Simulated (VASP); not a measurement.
Write the native input for VASP 6.6.1 that does the following.

```
Task                   : single point
Functional             : PBE
Potentials or basis    : VASP PAW PBE potentials, release 64 (W_sv)
Cutoff                 : 520 eV
k mesh                 : 14 × 14 × 14
Occupations            : fermi-dirac, width 0.03 eV
Spin                   : no spin polarisation
Dipole correction      : no
Further INCAR settings : ALGO = Normal; EDIFF = 1e-06; NBANDS = 13
```

The structure of W lies in POSCAR:

```
W
1.0
   -1.5921723362      1.5921723362      1.5921723362
    1.5921723362     -1.5921723362      1.5921723362
    1.5921723362      1.5921723362     -1.5921723362
W
1
Direct
    0.0000000000      0.0000000000      0.0000000000
```

The input as run:

INCAR

```
ALGO     = Normal         # electronic algorithm
EDIFF    = 1E-6           # SCF threshold, eV
ENCUT    = 520            # plane-wave cutoff, eV
GGA      = PE             # functional
ISIF     = 2              # what is computed and relaxed
ISMEAR   = -1             # smearing method
LASPH    = True           # aspherical terms in the spheres
LCHARG   = False          # write CHGCAR
LREAL    = False          # projectors in reciprocal space
LWAVE    = False          # write WAVECAR
NBANDS   = 13             # bands
NELM     = 80             # most SCF steps
PREC     = Accurate       # precision mode
SIGMA    = 0.03           # smearing width, eV
```

KPOINTS

```
k-points
0
Gamma
  14 14 14
```

Potentials or basis: VASP PAW PBE potentials, release 64 (W_sv).

Run with:

```sh
$ cat potpaw_PBE.64/W_sv/POTCAR > POTCAR
$ mpirun -np 1 vasp_std > vasp.out
```

Results of the run:

```yaml
Pressure: 0.8 GPa
Band_gap_on_the_k_mesh: zero (band 7 reaches 16.20 eV, above the bottom of band 8 at 9.97 eV)
```

Caveat: spin-orbit coupling is left out, which moves the levels of the heavy elements.

Run time: 13 s on 1 thread of Intel(R) Xeon(R) Platinum 8259CL CPU @ 2.50GHz (Skylake/Cascade Lake) (shared host), peak memory 0.15 GiB.
